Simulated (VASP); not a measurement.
# Ge (P6_3mc) in VASP: single point with PBEsol

Aim: the single point of Ge with PBEsol.

Program: VASP 6.6.1. These are calculated values, not measurements. Logs are shortened: lines on timing, memory, paths and dates and some standing lists are left out, and cuts for length are marked.

### 1 The cell of the first run

The structure is hexagonal, space group P6_3mc (No. 186). The conventional cell has a = 4.050 Å, b = 4.050 Å, c = 10.993 Å, α = 90.00°, β = 90.00°, γ = 120.00°. Ge (site symmetry 3m) has 3 Ge at 2.44 Å within 3.2 Å. Ge (site symmetry 3m) has 3 Ge at 2.44 Å within 3.2 Å.

### 2 Single point, PBEsol

INCAR

```
ALGO = Normal
EDIFF = 1E-6
ENCUT = 500
GGA = PS
GGA_COMPAT = F
ISIF = 2
ISMEAR = -1
LASPH = T
LCHARG = F
LREAL = F
LWAVE = F
NBANDS = 36
NELM = 120
PREC = Accurate
SIGMA = 0.15
```

KPOINTS

```
k-points
0
Gamma
  7 7 2
```

POSCAR

```
Ge
1.0
    4.0504050000      0.0000000000      0.0000000000
   -2.0252020000      3.5077530000      0.0000000000
    0.0000000000      0.0000000000     10.9933590000
Ge
4
Direct
    0.0000000000      0.0000000000      0.9774520000
    0.0000000000      0.0000000000      0.4774520000
    0.3333333333      0.6666666667      0.9148480000
    0.6666666667      0.3333333333      0.4148480000
```

Potentials or basis: VASP PAW PBE potentials, release 64 (Ge_d).

On the command line:

```sh
$ cat potpaw_PBE.64/Ge_d/POTCAR > POTCAR
$ mpirun -np 1 vasp_std > vasp.out
```

OUTCAR:

```text
EDIFF = 1E-6
   ENCUT = 500
   GGA = PS
   ISIF = 2
   ISMEAR = -1
   LASPH = T
   LREAL = F
   NELM = 120
   PREC = Accurate

 ion  position               nearest neighbor table
   1  0.000  0.000  0.977-   3 2.44   3 2.44   3 2.44
   2  0.000  0.000  0.477-   4 2.44   4 2.44   4 2.44
   3  0.333  0.667  0.915-   1 2.44   1 2.44   1 2.44
   4  0.667  0.333  0.415-   2 2.44   2 2.44   2 2.44

  LATTYP: Found a hexagonal cell.
 ALAT       =     4.0504050000
 C/A-ratio  =     2.7141382158

  Lattice vectors:

 A1 = (   4.0504050000,   0.0000000000,   0.0000000000)
 A2 = (  -2.0252020000,   3.5077530000,   0.0000000000)
 A3 = (   0.0000000000,   0.0000000000,  10.9933590000)

Analysis of symmetry for initial positions (statically):
=====================================================================
 Subroutine PRICEL returns:
 Original cell was already a primitive cell.

 Routine SETGRP: Setting up the symmetry group for a
 hexagonal supercell.

 Subroutine GETGRP returns: Found 12 space group operations
 (whereof  6 operations were pure point group operations)
 out of a pool of 24 trial point group operations.

The static configuration has the point symmetry C_3v.
 The point group associated with its full space group is C_6v.

Analysis of symmetry for dynamics (positions and initial velocities):
=====================================================================
 Subroutine PRICEL returns:
 Original cell was already a primitive cell.

 Routine SETGRP: Setting up the symmetry group for a
 hexagonal supercell.

 Subroutine GETGRP returns: Found 12 space group operations
 (whereof  6 operations were pure point group operations)
 out of a pool of 24 trial point group operations.

The dynamic configuration has the point symmetry C_3v.
 The point group associated with its full space group is C_6v.

 Subroutine INISYM returns: Found 12 space group operations
 (whereof  6 operations are pure point group operations),
 and found     1 'primitive' translations

----------------------------------------------------------------------------------------

                                     Primitive cell

  volume of cell :     156.1917

  direct lattice vectors                    reciprocal lattice vectors
[... 78 lines left out ...]
   LSORBIT =      F    spin-orbit coupling
   LASPH  =      T    aspherical Exc in radial PAW
   ENCUT  =  500.0 eV  36.75 Ry    6.06 a.u.   7.38  7.38 20.04*2*pi/ulx,y,z
   NELM   =    120;   NELMIN=  2; NELMDL= -5     # of ELM steps
   EDIFF  = 0.1E-05   stopping-criterion for ELM
   LREAL  =      F    real-space projection
   EDIFFG = 0.1E-04   stopping-criterion for IOM
   NSW    =      0    number of steps for IOM
   IBRION =     -1    ionic relax: 0-MD 1-quasi-New 2-CG
   NFREE  =      0    steps in history (QN), initial steepest desc. (CG)
   ISIF   =      2    stress and relaxation
   ISYM   =      2    0-nonsym 1-usesym 2-fastsym
   POTIM  = 0.5000    time-step for ionic-motion
   TEBEG  =    0.0;   TEEND  =   0.0 temperature during run
   PSTRESS=    0.0 pullay stress
   NELECT =      56.0000    total number of electrons
   NUPDOWN=      -1.0000    fix difference up-down
   EMIN   =  10.00;   EMAX   =-10.00  energy-range for DOS
   EFERMI =   0.00;   METHOD = LEGACY
   ISMEAR =    -1;   SIGMA  =   0.15  broadening in eV -4-tet -1-fermi 0-gaus
   EFERMI_NEDOS =   21; number of points for ismear=-14 and -15
   IALGO  =     38    algorithm
   IMIX   =      4    mixing-type and parameters
     AMIX     =   0.40;   BMIX     =  1.00
     AMIX_MAG =   1.60;   BMIX_MAG =  1.00
  volume/ion in A,a.u.               =      39.05       263.51
  Fermi-wavevector in a.u.,A,eV,Ry     =   1.163014  2.197777 18.403257  1.352601
  Thomas-Fermi vector in A             =   2.299568
   LORBIT       =      0    0 simple, 1 ext, 2 COOP (PROOUT), +10 PAW based schemes
   GGA     = PS    functional components
   LHFCALC =     F    Hartree Fock is set to
   AEXX    =    0.0000 exact exchange contribution
   IVDW    =     0    specifies the selected vdW correction
   LEPSILON=     F    determine dielectric tensor
   LRPA    =     F    only Hartree local field effects (RPA)
 non-spin polarized calculation
  energy-cutoff  :      500.00
  volume of cell :      156.19
 maximum number of plane-waves:      4000
 NGX is ok and might be reduce to    30
   NGX = 15   NGY = 15   NGZ = 41

 number of electron      55.9999954 magnetization

 Free energy of the ion-electron system (eV)
  ---------------------------------------------------
  ext. energy  EPLUGINS =         0.00000000
  ---------------------------------------------------
  free energy    TOTEN  =       -17.47651581 eV

  energy without entropy =      -17.43853901  energy(sigma->0) =      -17.45752741

 E-fermi :   0.7177     XC(G=0):  -7.3170

 val. band max:        0.3399653724   @ k =   0.2857   0.2857   0.0000
 cond. band min:       1.0697060858   @ k =   0.0000   0.0000   0.0000
 fundamental gap:      0.7297407133
 Fermi energy:         0.7177191356

 k-point     1 :       0.0000    0.0000    0.0000
  band No.  band energies     occupation
      1     -23.7259      2.00000
      2     -23.7259      2.00000
      3     -23.7258      2.00000
      4     -23.7258      2.00000
      5     -23.6786      2.00000
      6     -23.6785      2.00000
[... 613 lines left out ...]
     35       6.4883      0.00000
     36       6.4883      0.00000

------------------------ aborting loop because EDIFF is reached ----------------------------------------

  FORCE on cell =-STRESS in cart. coord.  units (eV):
  Direction    XX          YY          ZZ          XY          YZ          ZX
  --------------------------------------------------------------------------------------
  -------------------------------------------------------------------------------------
  Total       -2.0726535     -2.0726528     -0.6570596     -0.0000003      0.0000000     -0.0000000
  in kB      -21.2607913    -21.2607837     -6.7399629     -0.0000030      0.0000000     -0.0000000
  external PRESSURE =     -16.4205126 kB  Pullay stress =       0.0000000 kB

 VOLUME and BASIS-vectors are now :
 -----------------------------------------------------------------------------
  energy-cutoff  :      500.00
  volume of cell :      156.19
      direct lattice vectors                 reciprocal lattice vectors
     4.050405000  0.000000000  0.000000000     0.246888891  0.142541358  0.000000000
    -2.025202000  3.507753000  0.000000000     0.000000000  0.285082787  0.000000000
     0.000000000  0.000000000 10.993359000     0.000000000  0.000000000  0.090964008

 POSITION                                       TOTAL-FORCE (eV/Angst)
 -----------------------------------------------------------------------------------
      0.00000      0.00000     10.74548        -0.000000     -0.000000     -0.162354
      0.00000      0.00000      5.24880         0.000000      0.000000     -0.162354
      0.00000      2.33850     10.05725         0.000000      0.000000      0.162354
      2.02520      1.16925      4.56057        -0.000000     -0.000000      0.162354
 -----------------------------------------------------------------------------------
    total drift:                               -0.000000     -0.000001     -0.005139

  FREE ENERGIE OF THE ION-ELECTRON SYSTEM (eV)
  ---------------------------------------------------
  free  energy   TOTEN  =       -17.4765158126 eV

  energy  without entropy=      -17.4385390138  energy(sigma->0) =      -17.45752741
```

OSZICAR:

```text
N       E                     dE             d eps       ncg     rms          rms(c)
DAV:   1     0.505625896912E+03    0.50563E+03   -0.27772E+04  1352   0.344E+03
DAV:   2     0.690175532523E+02   -0.43661E+03   -0.42679E+03  1160   0.786E+02
DAV:   3    -0.131202031813E+02   -0.82138E+02   -0.81430E+02  1336   0.201E+02
DAV:   4    -0.177086443630E+02   -0.45884E+01   -0.45793E+01  1324   0.554E+01
DAV:   5    -0.178448852164E+02   -0.13624E+00   -0.13621E+00  1336   0.106E+01    0.411E+00
DAV:   6    -0.175916428423E+02    0.25324E+00   -0.16950E-01  1260   0.431E+00    0.234E+00
DAV:   7    -0.174632672591E+02    0.12838E+00   -0.34048E-01  1404   0.419E+00    0.255E-01
DAV:   8    -0.174738433284E+02   -0.10576E-01   -0.68485E-02  1244   0.308E+00    0.185E-01
DAV:   9    -0.174755537946E+02   -0.17105E-02   -0.27023E-03  1336   0.898E-01    0.861E-02
DAV:  10    -0.174763022527E+02   -0.74846E-03   -0.11109E-03  1220   0.130E+00    0.260E-02
DAV:  11    -0.174764236433E+02   -0.12139E-03   -0.31592E-04  1872   0.635E-01    0.161E-02
DAV:  12    -0.174765042098E+02   -0.80566E-04   -0.16830E-04  1724   0.211E-01    0.554E-03
DAV:  13    -0.174765134167E+02   -0.92069E-05   -0.35035E-05  1480   0.175E-01    0.340E-03
DAV:  14    -0.174765154845E+02   -0.20678E-05   -0.83445E-06  1196   0.113E-01    0.140E-03
DAV:  15    -0.174765158126E+02   -0.32811E-06   -0.32175E-06  1132   0.365E-02
   1 F= -.17476516E+02 E0= -.17457527E+02  d E =-.379768E-01
```

It took 92 s on 1 thread of Intel Xeon Platinum 8375C at 2.90GHz (Ice Lake), shared host; peak memory 0.27 GiB.

What came out:

* Free energy: -17.4765 eV
* Pressure: -1.6 GPa
* Largest force: 0.162 eV/Å
* Band gap on the k mesh: 0.73 eV, indirect (least direct gap 0.80 eV)

Forces on the atoms (eV/Å):
```
Ge   0.000  0.000 -0.162
Ge   0.000  0.000 -0.162
Ge   0.000  0.000  0.162
Ge   0.000  0.000  0.162
```

Stress tensor (GPa, compression positive):
```
-2.13  0.00  0.00
 0.00 -2.13  0.00
 0.00  0.00 -0.67
```

Levels at points of the mesh, in eV from the valence-band top:
```
           k point  band 24  band 25  band 26  band 27  band 28  band 29  band 30  band 31  band 32  band 33
(0.00, 0.00, 0.00)    -2.91    -0.08    -0.08    -0.07    -0.07     0.73     0.92     2.03     4.16     4.21
(0.00, 0.00, 0.50)    -3.15    -0.07    -0.07    -0.07    -0.07     0.78     0.78     3.00     3.00     4.22
```

Caveat: the PAW data sets were made with another functional, which shifts forces and pressure a little. A k mesh can miss the band edges.
